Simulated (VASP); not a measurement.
Wanted: the native input for a VASP 6.6.1 run.

```
Task                   : single point
Functional             : PBE
Potentials or basis    : VASP PAW PBE potentials, release 64 (Mg, B)
Cutoff                 : 520 eV
k mesh                 : 10 × 10 × 8
Occupations            : gaussian, width 0.012 eV
Spin                   : no spin polarisation
Dipole correction      : no
Further INCAR settings : ALGO = Normal; EDIFF = 1e-06; NBANDS = 11
```

The structure of MgB2 lies in POSCAR:

```
MgB2
1.0
    3.0850000000      0.0000000000      0.0000000000
   -1.5425000000      2.6716883707      0.0000000000
    0.0000000000      0.0000000000      3.5230000000
Mg B
1 2
Direct
    0.0000000000      0.0000000000      0.0000000000
    0.6666666667      0.3333333333      0.5000000000
    0.3333333333      0.6666666667      0.5000000000
```

The input as run:

INCAR

```
PREC     = Accurate       # precision mode
ENCUT    = 520            # plane-wave cutoff, eV
EDIFF    = 1E-6           # SCF threshold, eV
ISMEAR   = 0              # smearing method
SIGMA    = 0.012          # smearing width, eV
LREAL    = F              # projectors in reciprocal space
LASPH    = T              # aspherical terms in the spheres
NELM     = 100            # most SCF steps
ALGO     = Normal         # electronic algorithm
ISIF     = 2              # what is computed and relaxed
LWAVE    = F              # write WAVECAR
LCHARG   = F              # write CHGCAR
GGA      = PE             # functional
NBANDS   = 11             # bands
```

KPOINTS

```
regular mesh
0
Gamma
  10 10 8
```

Potentials or basis: VASP PAW PBE potentials, release 64 (Mg, B).

The run is started by

```console
$ cat potpaw_PBE.64/Mg/POTCAR potpaw_PBE.64/B/POTCAR > POTCAR
$ mpirun -np 1 vasp_std > vasp.out
```

It gave:

```json
{
 "Pressure": "-1.1 GPa",
 "Band gap on the k mesh": "zero (band 4 reaches 6.39 eV, above the bottom of band 5 at 3.93 eV)"
}
```

Run time: 14 s on 1 thread of AMD EPYC 9R45 96-Core Processor (Zen 5) (shared host), peak memory 0.13 GiB.
